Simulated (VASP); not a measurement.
# GeSb4Te4: single point with PBEsol

Crystal: GeSb4Te4.

```
Ge Sb Te
1.0
     3.92528    0.00000    0.00000
    -1.96264    3.39939    0.00000
     0.00000    0.00000   15.64617
Ge Sb Te
1 4 4
Direct
  0.00000 0.00000 0.00000
  0.33333 0.66667 0.54586
  0.66667 0.33333 0.45414
  0.66667 0.33333 0.78736
  0.33333 0.66667 0.21264
  0.33333 0.66667 0.90322
  0.66667 0.33333 0.09678
  0.00000 0.00000 0.68674
  0.00000 0.00000 0.31326
```

This cell differs from its parent crystal: strain -0.080 along x and y, -0.080 along z.

```yaml
Program: VASP 6.6.1
Task: single point
Functional: PBEsol
Potentials_or_basis: VASP PAW PBE potentials, release 64 (Ge_d, Sb, Te)
Cutoff: 520 eV
k_mesh: 12 × 12 × 4
Occupations: gaussian, width 0.15 eV
Spin: no spin polarisation
```

The pressure is 25.0 GPa. The largest force is 2.088 eV/Å and the band gap on the k mesh is zero (bands 29 and 30 overlap by 0.71 eV).

Forces on the atoms (eV/Å):
```
Ge   0.000  0.000  0.000
Sb   0.000  0.000  2.088
Sb   0.000  0.000 -2.088
Sb   0.000  0.000  0.986
Sb   0.000  0.000 -0.986
Te   0.000  0.000  0.205
Te   0.000  0.000 -0.205
Te   0.000  0.000 -1.995
Te   0.000  0.000  1.995
```

Stress tensor (GPa, compression positive):
```
24.89  0.00  0.00
 0.00 24.89  0.00
 0.00  0.00 25.21
```

Levels at points of the mesh, in eV from the Fermi level:
```tsv
k point	band 25	band 26	band 27	band 28	band 29	band 30	band 31	band 32	band 33	band 34
(0.00, 0.00, 0.00)	-1.63	-1.63	-0.78	-0.47	-0.37	-0.37	0.08	0.77	0.77	0.86
(0.50, 0.00, 0.00)	-3.06	-2.56	-2.51	-1.46	-0.81	-0.03	0.48	0.74	1.17	1.27
(0.00, 0.00, 0.50)	-1.70	-1.24	-1.16	-0.41	-0.12	-0.12	0.02	0.31	0.31	0.96
(0.50, 0.00, 0.50)	-3.39	-2.75	-2.53	-2.07	-0.21	0.06	0.07	0.75	0.91	1.72
```

Run time: 7.5 min on 1 thread of Intel(R) Xeon(R) 6975P-C (Granite Rapids), with other jobs on the host, peak memory 0.66 GiB.

Caveat: the cell differs from its parent crystal (strain -0.080 along x and y, -0.080 along z); the cell stands under pressure; the PAW data sets were made with another functional, which shifts forces and pressure a little; spin-orbit coupling is left out, which moves the levels of the heavy elements.
